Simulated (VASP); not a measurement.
Write the native input for VASP 6.6.1 that does the following.

```
Task                   : relaxation of cell and atoms
Functional             : PBEsol
Dispersion             : D3(BJ)
Potentials or basis    : VASP PAW PBE potentials, release 64 (As, B)
Cutoff                 : 600 eV
k mesh                 : 10 × 10 × 10
Occupations            : fermi-dirac, width 0.05 eV
Spin                   : no spin polarisation
Dipole correction      : no
Further INCAR settings : ALGO = Normal; EDIFF = 1e-06; IBRION = 2; EDIFFG = -0.005; NSW = 80; ISIF = 3
```

The structure of BAs lies in POSCAR:

```
BAs
1.0
    0.0000000000      2.3885000000      2.3885000000
    2.3885000000      0.0000000000      2.3885000000
    2.3885000000      2.3885000000      0.0000000000
As B
1 1
Direct
    0.7500000000      0.7500000000      0.7500000000
    0.0000000000      0.0000000000      0.0000000000
```

The input as run:

INCAR

```
ALGO = Normal
EDIFF = 1E-6
EDIFFG = -0.005
ENCUT = 600
GGA = PS
IBRION = 2
ISIF = 3
ISMEAR = -1
IVDW = 12
LASPH = T
LCHARG = F
LREAL = F
LWAVE = F
NELM = 100
NSW = 80
PREC = Accurate
SIGMA = 0.05
```

KPOINTS

```
k-points
0
Gamma
  10 10 10
```

Potentials or basis: VASP PAW PBE potentials, release 64 (As, B).

Command:

```sh
$ cat potpaw_PBE.64/As/POTCAR potpaw_PBE.64/B/POTCAR > POTCAR
$ mpirun -np 1 vasp_std > vasp.out
```

It gave:

```yaml
Relaxed_volume: 13.32 Å³/atom
Relaxed_cell: a = 3.352 Å, b = 3.352 Å, c = 3.352 Å, α = 60.00°, β = 60.00°, γ = 60.00°
Space_group_after_relaxing_to_0.1_Å: F-43m (No. 216)
Energy_gained_by_relaxing: 3.1 meV/atom
Ionic_steps: 3
Pressure_after_relaxing: 0.0 GPa
Band_gap_on_the_k_mesh: 1.05 eV (least direct gap 3.27 eV)
Dispersion_energy_per_atom: -0.280 eV
```

Caveat: the PAW data sets were made with another functional, which shifts forces and pressure a little.

It took 41 s on 1 thread of Intel(R) Xeon(R) Platinum 8375C CPU @ 2.90GHz (Ice Lake) (shared host), peak memory 0.17 GiB.
